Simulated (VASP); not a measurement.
Runs of VASP 6.6.1 on HfC. The structure is that of space group R-3m (No. 166), or close to it. The cells are those of the table. 

| cell | gap on the mesh (eV) | pressure (GPa) |
| --- | --- | --- |
| a = 3.776 Å, angles 45.7°, 2 atoms | none | 3.1 |
| a = 2.952 Å, angles 82.7°, 2 atoms | none | -5.1 |
| a = 3.134 Å, angles 67.3°, 2 atoms | none | -0.8 |
| a = 3.519 Å, angles 52.2°, 2 atoms | none | (b) |
| a = 4.520 Å, angles 33.6°, 2 atoms | none | 16.0 |
| a = 3.016 Å, angles 75.3°, 2 atoms | none | (a) |

Alike in all rows: task single point; level PBE; potentials or basis VASP PAW PBE potentials, release 64 (Hf_pv, C); no spin polarisation; k mesh 20 × 20 × 20; cutoff (eV) 520; smearing gaussian 0.15 eV.

Fill in the values left out.

(a) -2.4; (b) -0.1.

Caveats: spin-orbit coupling is left out, which moves the levels of the heavy elements; the cell stands under pressure (at least some runs); the cell stands under tension (at least some runs).

A k mesh can miss the band edges, and the runs leave out spin-orbit coupling on Hf.

A gap of «none» marks levels without a gap at the run's occupations.
